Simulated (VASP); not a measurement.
Crystal: BeCdS4.

```xyz
6
Lattice="5.9086 0.0000 0.0000 0.0000 5.9086 0.0000 0.0000 0.0000 4.1591" Properties=species:S:1:pos:R:3 pbc="T T T"
Be    0.0000    0.0000    1.9051
Cd    2.9543    2.9543    2.4233
S     0.5244    3.9128    1.7402
S     5.3843    1.9959    1.7402
S     1.9959    0.5244    1.7402
S     3.9128    5.3843    1.7402
```

The cell was generated, and may not be a known phase.

| Item | Value |
| --- | --- |
| Program | VASP 6.6.1 |
| Task | relaxation of cell and atoms |
| Functional | PBE |
| Potentials or basis | VASP PAW PBE potentials, release 64 (Be, Cd_sv_GW, S) |
| Cutoff | 630 eV |
| k mesh | 3 × 3 × 4 |
| Occupations | gaussian, width 0.2 eV |
| Spin | no spin polarisation |

At the start: pressure -1.6 GPa; volume 24.20 Å³/atom.

Task: How do energy, volume and symmetry change on relaxing?

Result: Over 16 steps the energy falls by 84.9 meV/atom and the volume is 24.91 Å³/atom (+2.9 %); space group P4 (No. 75, to 0.1 Å) before and after.

Step by step:
```csv
step,energy change (eV),largest force (eV/Å),pressure (GPa),volume (Å³)
1,0.0000,1.7088,-1.60,145.20
2,-0.4056,0.6485,1.26,140.16
3,-0.4153,0.5821,1.98,139.26
4,-0.4642,0.1990,-0.58,144.15
5,-0.4711,0.1890,0.04,142.84
6,-0.4781,0.2017,0.15,143.30
7,-0.4915,0.2311,0.46,144.67
8,-0.4876,0.2865,1.02,147.28
9,-0.4950,0.2545,0.69,145.75
10,-0.4991,0.2268,0.50,146.54
11,-0.5059,0.1307,-0.07,148.89
12,-0.5064,0.1150,-0.24,149.64
13,-0.5079,0.0970,-0.14,149.58
14,-0.5086,0.0845,0.02,149.47
15,-0.5086,0.0828,-0.01,149.49
16,-0.5092,0.0756,-0.04,149.46
```

Final structure:
```
CELL_PARAMETERS angstrom
5.78640 0.00000 0.00000
0.00000 5.78640 0.00000
0.00000 0.00000 4.46376
ATOMIC_POSITIONS crystal
Be 0.00000 0.00000 0.46338
Cd 0.50000 0.50000 0.60610
S 0.10711 0.64733 0.41121
S 0.89289 0.35267 0.41121
S 0.35267 0.10711 0.41121
S 0.64733 0.89289 0.41121
```

Caveat: the relaxation stopped at a loose force limit of 0.08 eV/Å, so its end isn't a converged minimum.
